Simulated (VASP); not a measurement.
Input of a VASP 6.6.1 run:

The input INCAR:

```
  ALGO = Normal
  EDIFF = 1E-6
  ENCUT = 520
  GGA = PS
  ISIF = 2
  ISMEAR = 1
  LASPH = True
  LCHARG = True
  LELF = True
  LREAL = False
  LVHAR = True
  LWAVE = False
  NBANDS = 34
  NELM = 80
  PREC = Accurate
  SIGMA = 0.0506
```

The input KPOINTS:

```
k-points
0
Gamma
  6 6 4
```

File POSCAR:

```
Mo2As2C3
1.0
    0.0000000000      3.1968160000      0.0000000000
    5.6509620000     -1.5984080000      0.0000000000
    2.1509460000      0.0000000000     -5.0403820000
As Mo C
2 2 3
Direct
    0.3914700000      0.7829400000      0.8193700000
    0.6085300000      0.2170600000      0.1806300000
    0.1576600000      0.3153200000      0.6741000000
    0.8423400000      0.6846800000      0.3259000000
    0.2512000000      0.5024000000      0.2680000000
    0.7488000000      0.4976000000      0.7320000000
    0.0000000000      0.0000000000      0.0000000000
```

Potentials or basis: VASP PAW PBE potentials, release 64 (As, Mo_sv, C).

Launch:

```bash
$ cat potpaw_PBE.64/As/POTCAR potpaw_PBE.64/Mo_sv/POTCAR potpaw_PBE.64/C/POTCAR > POTCAR
$ mpirun -np 1 vasp_std > vasp.out
```

Question: Estimate the band gap on the k mesh.

Answer: Zero (bands 25 and 26 overlap by 1.14 eV).

Question: Predict the largest force.

Answer: 1.662 eV/Å.

Question: Predict the pressure.

Answer: 8.7 GPa.

Forces in eV/Å, atoms in the order of the input:
```
As   0.343  0.000 -0.127
As  -0.343  0.000  0.127
Mo  -0.141  0.000 -0.930
Mo   0.141  0.000  0.930
C   -1.407  0.000  0.884
C    1.407  0.000 -0.884
C    0.000  0.000  0.000
```

Caveat: the cell stands under pressure; the PAW data sets were made with another functional, which shifts forces and pressure a little.
